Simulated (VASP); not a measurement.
# Si (Fd-3m) in VASP: a series of runs

The runs below take Si through single point, relaxation of cell and atoms, with r2SCAN.

Program: VASP 6.6.1. These are calculated values, not measurements. Logs are shortened: lines on timing, memory, paths and dates and some standing lists are left out, and cuts for length are marked.

## Step 1: The cell of the first run

The structure is cubic, space group Fd-3m (No. 227). Conventional cell: a = 5.444 Å, b = 5.444 Å, c = 5.444 Å, α = 90.00°, β = 90.00°, γ = 90.00°. Within 3.1 Å of Si (site symmetry -43m) lie 4 Si at 2.36 Å.

## Step 2: Single point, r2SCAN

File POSCAR:

```
Si
1.0
    0.0000000000      2.7221626980      2.7221626980
    2.7221626980      0.0000000000      2.7221626980
    2.7221626980      2.7221626980      0.0000000000
Si
2
Direct
    0.2500000000      0.2500000000      0.2500000000
    0.0000000000      0.0000000000      0.0000000000
```

File INCAR.step1:

```
SYSTEM = Si
PREC = Accurate ; ENCUT = 520
ISMEAR = 0 ; SIGMA = 0.01
LREAL = .False. ; LASPH = .True.
NELM = 80 ; NBANDS = 11
GGA = PE ; ALGO = Normal
EDIFF = 1E-4 ; LWAVE = .True.
LCHARG = .False.
```

File INCAR.step2:

```
SYSTEM = Si
PREC = Accurate ; ENCUT = 520
EDIFF = 1E-7 ; ISMEAR = 0
SIGMA = 0.01 ; LREAL = .False.
LASPH = .True. ; NELM = 80
ALGO = Normal ; ISIF = 2
LWAVE = .False. ; LCHARG = .False.
METAGGA = R2SCAN ; LMIXTAU = .True.
NBANDS = 11 ; ISTART = 1
```

File KPOINTS:

```
Automatic mesh
0
Gamma
  8 8 8
  0 0 0
```

Potentials or basis: VASP PAW PBE potentials, release 64 (Si).

The run is started by

```
$ cat potpaw_PBE.64/Si/POTCAR > POTCAR
$ cp INCAR.step1 INCAR
$ mpirun -np 1 vasp_std > vasp.out
$ cp INCAR.step2 INCAR
$ mpirun -np 1 vasp_std > vasp.out
```

OUTCAR:

```text
SYSTEM = Si
   PREC = Accurate
   ENCUT = 520
   EDIFF = 1E-7
   ISMEAR = 0
   LREAL = .False.
   LASPH = .True.
   NELM = 80
   ISIF = 2
   METAGGA = R2SCAN
   ISTART = 1

 ion  position               nearest neighbor table
   1  0.250  0.250  0.250-   2 2.36   2 2.36   2 2.36   2 2.36
   2  0.000  0.000  0.000-   1 2.36   1 2.36   1 2.36   1 2.36

  LATTYP: Found a face centered cubic cell.
 ALAT       =     5.4443253960

  Lattice vectors:

 A1 = (   0.0000000000,   2.7221626980,   2.7221626980)
 A2 = (   2.7221626980,   0.0000000000,   2.7221626980)
 A3 = (   2.7221626980,   2.7221626980,   0.0000000000)

Analysis of symmetry for initial positions (statically):
=====================================================================
 Subroutine PRICEL returns:
 Original cell was already a primitive cell.

 Routine SETGRP: Setting up the symmetry group for a
 face centered cubic supercell.

 Subroutine GETGRP returns: Found 48 space group operations
 (whereof 24 operations were pure point group operations)
 out of a pool of 48 trial point group operations.

The static configuration has the point symmetry T_d .
 The point group associated with its full space group is O_h .

Analysis of symmetry for dynamics (positions and initial velocities):
=====================================================================
 Subroutine PRICEL returns:
 Original cell was already a primitive cell.

 Routine SETGRP: Setting up the symmetry group for a
 face centered cubic supercell.

 Subroutine GETGRP returns: Found 48 space group operations
 (whereof 24 operations were pure point group operations)
 out of a pool of 48 trial point group operations.

The dynamic configuration has the point symmetry T_d .
 The point group associated with its full space group is O_h .

 Subroutine INISYM returns: Found 48 space group operations
 (whereof 24 operations are pure point group operations),
 and found     1 'primitive' translations

----------------------------------------------------------------------------------------

                                     Primitive cell

  volume of cell :      40.3434

  direct lattice vectors                    reciprocal lattice vectors
     0.000000000  2.722162698  2.722162698    -0.183677486  0.183677486  0.183677486
     2.722162698  0.000000000  2.722162698     0.183677486 -0.183677486  0.183677486
     2.722162698  2.722162698  0.000000000     0.183677486  0.183677486 -0.183677486

  length of vectors
     3.849719406  3.849719406  3.849719406     0.318138737  0.318138737  0.318138737

[... 85 lines left out ...]
   NFREE  =      0    steps in history (QN), initial steepest desc. (CG)
   ISIF   =      2    stress and relaxation
   ISYM   =      2    0-nonsym 1-usesym 2-fastsym
   POTIM  = 0.5000    time-step for ionic-motion
   TEBEG  =    0.0;   TEEND  =   0.0 temperature during run
   PSTRESS=    0.0 pullay stress
   NELECT =       8.0000    total number of electrons
   NUPDOWN=      -1.0000    fix difference up-down
   EMIN   =  10.00;   EMAX   =-10.00  energy-range for DOS
   EFERMI =   0.00;   METHOD = LEGACY
   ISMEAR =     0;   SIGMA  =   0.01  broadening in eV -4-tet -1-fermi 0-gaus
   EFERMI_NEDOS =   21; number of points for ismear=-14 and -15
   IALGO  =     38    algorithm
   IMIX   =      4    mixing-type and parameters
     AMIX     =   0.40;   BMIX     =  1.00
     AMIX_MAG =   1.60;   BMIX_MAG =  1.00
  volume/ion in A,a.u.               =      20.17       136.13
  Fermi-wavevector in a.u.,A,eV,Ry     =   0.954657  1.804040 12.399945  0.911370
  Thomas-Fermi vector in A             =   2.083424
   LORBIT       =      0    0 simple, 1 ext, 2 COOP (PROOUT), +10 PAW based schemes
   METAGGA = R2SCAN    functional components
   LHFCALC =     F    Hartree Fock is set to
   AEXX    =    0.0000 exact exchange contribution
   IVDW    =     0    specifies the selected vdW correction
   LEPSILON=     F    determine dielectric tensor
   LRPA    =     F    only Hartree local field effects (RPA)
 non-spin polarized calculation
 Gauss-broadening in eV      SIGMA  =   0.01
  energy-cutoff  :      520.00
  volume of cell :       40.34
 maximum number of plane-waves:      1106
 NGX is ok and might be reduce to    30
   NGX = 15   NGY = 15   NGZ = 15

 number of electron       8.0000001 magnetization

 Free energy of the ion-electron system (eV)
  ---------------------------------------------------
  ext. energy  EPLUGINS =         0.00000000
  ---------------------------------------------------
  free energy    TOTEN  =       -17.54713754 eV

  energy without entropy =      -17.54713754  energy(sigma->0) =      -17.54713754

 E-fermi :   5.7288     XC(G=0):  -9.8247

 val. band max:        5.6625568065   @ k =   0.0000   0.0000   0.0000
 cond. band min:       6.4882511781   @ k =   0.3750   0.3750   0.0000
 fundamental gap:      0.8256943716
 Fermi energy:         5.7287653473

 k-point     1 :       0.0000    0.0000    0.0000
  band No.  band energies     occupation
      1      -6.8104      2.00000
      2       5.6626      2.00000
      3       5.6626      2.00000
      4       5.6626      2.00000
      5       8.4173      0.00000
      6       8.4173      0.00000
      7       8.4173      0.00000
      8       9.5592      0.00000
      9      13.7852      0.00000
     10      13.7852      0.00000
     11      14.3305      0.00000
[... 309 lines left out ...]
 k-point    24 :      -0.3750    0.2500    0.1250
  band No.  band energies     occupation
      1      -3.8118      2.00000
      2      -1.3832      2.00000
      3       2.0955      2.00000
      4       3.4094      2.00000
      5       9.0395      0.00000
      6       9.0746      0.00000
      7      11.9804      0.00000
      8      13.2523      0.00000
      9      13.5709      0.00000
     10      16.8922      0.00000
     11      18.0895      0.00000

 [... further k-points ...]
[... 5 lines left out ...]
  --------------------------------------------------------------------------------------
  -------------------------------------------------------------------------------------
  Total       -0.0608744     -0.0608744     -0.0608744      0.0000000     -0.0000000      0.0000000
  in kB       -2.4175376     -2.4175376     -2.4175376      0.0000000     -0.0000000      0.0000000
  external PRESSURE =      -2.4175376 kB  Pullay stress =       0.0000000 kB

 VOLUME and BASIS-vectors are now :
 -----------------------------------------------------------------------------
  energy-cutoff  :      520.00
  volume of cell :       40.34
      direct lattice vectors                 reciprocal lattice vectors
     0.000000000  2.722162698  2.722162698    -0.183677486  0.183677486  0.183677486
     2.722162698  0.000000000  2.722162698     0.183677486 -0.183677486  0.183677486
     2.722162698  2.722162698  0.000000000     0.183677486  0.183677486 -0.183677486

 POSITION                                       TOTAL-FORCE (eV/Angst)
 -----------------------------------------------------------------------------------
      1.36108      1.36108      1.36108        -0.000000     -0.000000     -0.000000
      0.00000      0.00000      0.00000         0.000000      0.000000      0.000000
 -----------------------------------------------------------------------------------
    total drift:                               -0.000000     -0.000000     -0.000000

  FREE ENERGIE OF THE ION-ELECTRON SYSTEM (eV)
  ---------------------------------------------------
  free  energy   TOTEN  =       -17.5471375400 eV

  energy  without entropy=      -17.5471375400  energy(sigma->0) =      -17.54713754
```

OSZICAR.step1:

```text
N       E                     dE             d eps       ncg     rms          rms(c)
DAV:   1     0.612379398588E+01    0.61238E+01   -0.32796E+03   638   0.568E+02
DAV:   2    -0.104918865266E+02   -0.16616E+02   -0.16042E+02   886   0.834E+01
DAV:   3    -0.110166335302E+02   -0.52475E+00   -0.52293E+00   826   0.122E+01
DAV:   4    -0.110204490589E+02   -0.38155E-02   -0.38152E-02   770   0.126E+00
DAV:   5    -0.110204825120E+02   -0.33453E-04   -0.33453E-04   788   0.111E-01    0.484E+00
DAV:   6    -0.108984763988E+02    0.12201E+00   -0.69375E-02   719   0.108E+00    0.295E+00
DAV:   7    -0.108424852218E+02    0.55991E-01   -0.13420E-01   707   0.162E+00    0.178E-01
DAV:   8    -0.108437583228E+02   -0.12731E-02   -0.58920E-03   731   0.414E-01    0.802E-02
DAV:   9    -0.108439677874E+02   -0.20946E-03   -0.20188E-04   786   0.867E-02    0.590E-02
DAV:  10    -0.108439923283E+02   -0.24541E-04   -0.20345E-05   446   0.265E-02
   1 F= -.10843992E+02 E0= -.10843992E+02  d E =-.972595E-70
```

Run time: 93 s. Hardware: 1 thread of Intel Xeon 8259CL, shared host; peak memory 0.16 GiB.

What came out:

```
Free energy            : -17.5471 eV
Pressure               : -0.2 GPa
Band gap on the k mesh : 0.83 eV (least direct gap 2.75 eV)
```

Caveat: the PAW data sets were made with another functional, which shifts forces and pressure a little.

## Step 3: Single point, r2SCAN

File POSCAR:

```
Si
1.0
    0.0000000000      2.7220852549      2.7220852549
    2.7220852549      0.0000000000      2.7220852549
    2.7220852549      2.7220852549      0.0000000000
Si
2
Direct
    0.2500000000      0.2500000000      0.2500000000
    0.0000000000      0.0000000000      0.0000000000
```

File INCAR.step1:

```
SYSTEM = Si
PREC = Accurate ; ENCUT = 520
ISMEAR = -1 ; SIGMA = 0.08
LREAL = .False. ; LASPH = .True.
NELM = 60 ; NBANDS = 11
GGA = PE ; ALGO = Normal
EDIFF = 1E-4 ; LWAVE = .True.
LCHARG = .False.
```

File INCAR.step2:

```
SYSTEM = Si
PREC = Accurate ; ENCUT = 520
EDIFF = 1E-7 ; ISMEAR = -1
SIGMA = 0.08 ; LREAL = .False.
LASPH = .True. ; NELM = 60
ALGO = Normal ; ISIF = 2
LWAVE = .False. ; LCHARG = .True.
METAGGA = R2SCAN ; LMIXTAU = .True.
LELF = .True. ; LVHAR = .True.
NBANDS = 11 ; ISTART = 1
```

File KPOINTS:

```
regular mesh
0
Gamma
  12 12 12
  0 0 0
```

Potentials or basis: VASP PAW PBE potentials, release 64 (Si).

The run is started by

```
$ cat potpaw_PBE.64/Si/POTCAR > POTCAR
$ cp INCAR.step1 INCAR
$ mpirun -np 1 vasp_std > vasp.out
$ cp INCAR.step2 INCAR
$ mpirun -np 1 vasp_std > vasp.out
```

OUTCAR:

```text
SYSTEM = Si
   PREC = Accurate
   ENCUT = 520
   EDIFF = 1E-7
   ISMEAR = -1
   LREAL = .False.
   LASPH = .True.
   NELM = 60
   ISIF = 2
   METAGGA = R2SCAN
   ISTART = 1

 ion  position               nearest neighbor table
   1  0.250  0.250  0.250-   2 2.36   2 2.36   2 2.36   2 2.36
   2  0.000  0.000  0.000-   1 2.36   1 2.36   1 2.36   1 2.36

  LATTYP: Found a face centered cubic cell.
 ALAT       =     5.4441705098

  Lattice vectors:

 A1 = (   0.0000000000,   2.7220852549,   2.7220852549)
 A2 = (   2.7220852549,   0.0000000000,   2.7220852549)
 A3 = (   2.7220852549,   2.7220852549,   0.0000000000)

Analysis of symmetry for initial positions (statically):
=====================================================================
 Subroutine PRICEL returns:
 Original cell was already a primitive cell.

 Routine SETGRP: Setting up the symmetry group for a
 face centered cubic supercell.

 Subroutine GETGRP returns: Found 48 space group operations
 (whereof 24 operations were pure point group operations)
 out of a pool of 48 trial point group operations.

The static configuration has the point symmetry T_d .
 The point group associated with its full space group is O_h .

Analysis of symmetry for dynamics (positions and initial velocities):
=====================================================================
 Subroutine PRICEL returns:
 Original cell was already a primitive cell.

 Routine SETGRP: Setting up the symmetry group for a
 face centered cubic supercell.

 Subroutine GETGRP returns: Found 48 space group operations
 (whereof 24 operations were pure point group operations)
 out of a pool of 48 trial point group operations.

The dynamic configuration has the point symmetry T_d .
 The point group associated with its full space group is O_h .

 Subroutine INISYM returns: Found 48 space group operations
 (whereof 24 operations are pure point group operations),
 and found     1 'primitive' translations

----------------------------------------------------------------------------------------

                                     Primitive cell

  volume of cell :      40.3399

  direct lattice vectors                    reciprocal lattice vectors
     0.000000000  2.722085255  2.722085255    -0.183682711  0.183682711  0.183682711
     2.722085255  0.000000000  2.722085255     0.183682711 -0.183682711  0.183682711
     2.722085255  2.722085255  0.000000000     0.183682711  0.183682711 -0.183682711

  length of vectors
     3.849609885  3.849609885  3.849609885     0.318147788  0.318147788  0.318147788

  position of ions in fractional coordinates (direct lattice)
     0.250000000  0.250000000  0.250000000
     0.000000000  0.000000000  0.000000000

  ion indices of the primitive-cell ions
   primitive index   ion index
                 1           1
                 2           2

----------------------------------------------------------------------------------------

 KPOINTS: regular mesh

Automatic generation of k-mesh.
 Grid dimensions read from file:
 generate k-points for:   12   12   12

[... 22 lines left out ...]
  0.166667  0.000000  0.000000      8.000000
  0.250000  0.000000  0.000000      8.000000
  0.333333  0.000000  0.000000      8.000000
  0.416667  0.000000  0.000000      8.000000
[... 16 lines left out ...]
  0.500000  0.166667  0.000000     24.000000
 -0.416667  0.166667  0.000000     24.000000
 [... further k-points ...]
   k-points           NKPTS =     72   k-points in BZ     NKDIM =     72   number of bands    NBANDS=     11
   number of dos      NEDOS =    301   number of ions     NIONS =      2
   total plane-waves  NPLWV =  27000
   dimension x,y,z NGX =    30 NGY =   30 NGZ =   30
   dimension x,y,z NGXF=    60 NGYF=   60 NGZF=   60
   ions per type =               2
   NGX,Y,Z   is equivalent  to a cutoff of  12.96, 12.96, 12.96 a.u.
   NGXF,Y,Z  is equivalent  to a cutoff of  25.91, 25.91, 25.91 a.u.
 SYSTEM =  Si
   PREC   = accura    normal or accurate (medium, high low for compatibility)
   ISTART =      1    job   : 0-new  1-cont  2-samecut
   ICHARG =      0    charge: 1-file 2-atom 10-const
   ISPIN  =      1    spin polarized calculation?
   LNONCOLLINEAR =      F non collinear calculations
   LSORBIT =      F    spin-orbit coupling
   LASPH  =      T    aspherical Exc in radial PAW
   ENCUT  =  520.0 eV  38.22 Ry    6.18 a.u.   7.16  7.16  7.16*2*pi/ulx,y,z
   NELM   =     60;   NELMIN=  2; NELMDL=  0     # of ELM steps
   EDIFF  = 0.1E-06   stopping-criterion for ELM
   LREAL  =      F    real-space projection
   EDIFFG = 0.1E-05   stopping-criterion for IOM
   NSW    =      0    number of steps for IOM
   IBRION =     -1    ionic relax: 0-MD 1-quasi-New 2-CG
   NFREE  =      0    steps in history (QN), initial steepest desc. (CG)
   ISIF   =      2    stress and relaxation
   ISYM   =      2    0-nonsym 1-usesym 2-fastsym
   POTIM  = 0.5000    time-step for ionic-motion
   TEBEG  =    0.0;   TEEND  =   0.0 temperature during run
   PSTRESS=    0.0 pullay stress
   NELECT =       8.0000    total number of electrons
   NUPDOWN=      -1.0000    fix difference up-down
   EMIN   =  10.00;   EMAX   =-10.00  energy-range for DOS
   EFERMI =   0.00;   METHOD = LEGACY
   ISMEAR =    -1;   SIGMA  =   0.08  broadening in eV -4-tet -1-fermi 0-gaus
   EFERMI_NEDOS =   21; number of points for ismear=-14 and -15
   IALGO  =     38    algorithm
   IMIX   =      4    mixing-type and parameters
     AMIX     =   0.40;   BMIX     =  1.00
     AMIX_MAG =   1.60;   BMIX_MAG =  1.00
  volume/ion in A,a.u.               =      20.17       136.11
  Fermi-wavevector in a.u.,A,eV,Ry     =   0.954684  1.804092 12.400650  0.911422
  Thomas-Fermi vector in A             =   2.083453
   LORBIT       =      0    0 simple, 1 ext, 2 COOP (PROOUT), +10 PAW based schemes
   METAGGA = R2SCAN    functional components
   LHFCALC =     F    Hartree Fock is set to
   AEXX    =    0.0000 exact exchange contribution
   IVDW    =     0    specifies the selected vdW correction
   LEPSILON=     F    determine dielectric tensor
   LRPA    =     F    only Hartree local field effects (RPA)
 non-spin polarized calculation
  energy-cutoff  :      520.00
  volume of cell :       40.34
 maximum number of plane-waves:      1106
 NGX is ok and might be reduce to    30
   NGX = 15   NGY = 15   NGZ = 15

 number of electron       8.0000001 magnetization

 Free energy of the ion-electron system (eV)
  ---------------------------------------------------
  ext. energy  EPLUGINS =         0.00000000
  ---------------------------------------------------
  free energy    TOTEN  =       -17.55031467 eV

  energy without entropy =      -17.55022682  energy(sigma->0) =      -17.55027075

 E-fermi :   6.0466     XC(G=0):  -9.8258

 val. band max:        5.6621299302   @ k =   0.0000   0.0000   0.0000
 cond. band min:       6.4476284061   @ k =   0.4167   0.4167   0.0000
 fundamental gap:      0.7854984758
 Fermi energy:         6.0465511681

 k-point     1 :       0.0000    0.0000    0.0000
  band No.  band energies     occupation
      1      -6.8114      2.00000
      2       5.6621      1.98376
      3       5.6621      1.98376
      4       5.6621      1.98376
      5       8.4172      0.00000
      6       8.4172      0.00000
      7       8.4172      0.00000
      8       9.5596      0.00000
      9      13.7855      0.00000
     10      13.7855      0.00000
     11      14.3317      0.00000
[... 309 lines left out ...]
 k-point    24 :      -0.4167    0.1667    0.0000
  band No.  band energies     occupation
      1      -4.0902      2.00000
      2      -1.3596      2.00000
      3       2.5713      2.00000
      4       3.9873      2.00000
      5       8.1238      0.00000
      6      10.0816      0.00000
      7      10.3619      0.00000
      8      14.1747      0.00000
      9      14.8061      0.00000
     10      14.9733      0.00000
     11      17.5521      0.00000

 [... further k-points ...]

------------------------ aborting loop because EDIFF is reached ----------------------------------------

  FORCE on cell =-STRESS in cart. coord.  units (eV):
  Direction    XX          YY          ZZ          XY          YZ          ZX
  --------------------------------------------------------------------------------------
  -------------------------------------------------------------------------------------
  Total       -0.0606826     -0.0606826     -0.0606826     -0.0000000      0.0000000     -0.0000000
  in kB       -2.4101247     -2.4101247     -2.4101247     -0.0000000      0.0000000     -0.0000000
  external PRESSURE =      -2.4101247 kB  Pullay stress =       0.0000000 kB

 VOLUME and BASIS-vectors are now :
 -----------------------------------------------------------------------------
  energy-cutoff  :      520.00
  volume of cell :       40.34
      direct lattice vectors                 reciprocal lattice vectors
     0.000000000  2.722085255  2.722085255    -0.183682711  0.183682711  0.183682711
     2.722085255  0.000000000  2.722085255     0.183682711 -0.183682711  0.183682711
     2.722085255  2.722085255  0.000000000     0.183682711  0.183682711 -0.183682711

 POSITION                                       TOTAL-FORCE (eV/Angst)
 -----------------------------------------------------------------------------------
      1.36104      1.36104      1.36104         0.000000      0.000000      0.000000
      0.00000      0.00000      0.00000        -0.000000     -0.000000     -0.000000
 -----------------------------------------------------------------------------------
    total drift:                               -0.000000     -0.000000     -0.000000

  FREE ENERGIE OF THE ION-ELECTRON SYSTEM (eV)
  ---------------------------------------------------
  free  energy   TOTEN  =       -17.5503146706 eV

  energy  without entropy=      -17.5502268208  energy(sigma->0) =      -17.55027075
```

Wall time 3.9 min (1 thread of Intel Xeon 8259CL, shared host); peak memory 0.17 GiB.

Results:

```yaml
Free_energy: -17.5503 eV
Pressure: -0.2 GPa
Band_gap_on_the_k_mesh: 0.79 eV (least direct gap 2.76 eV)
```

Caveat: semilocal functionals underestimate gaps, and a narrow one can read as zero; the PAW data sets were made with another functional, which shifts forces and pressure a little. A k mesh can miss the band edges.

(Continued in part 2 of 2.)
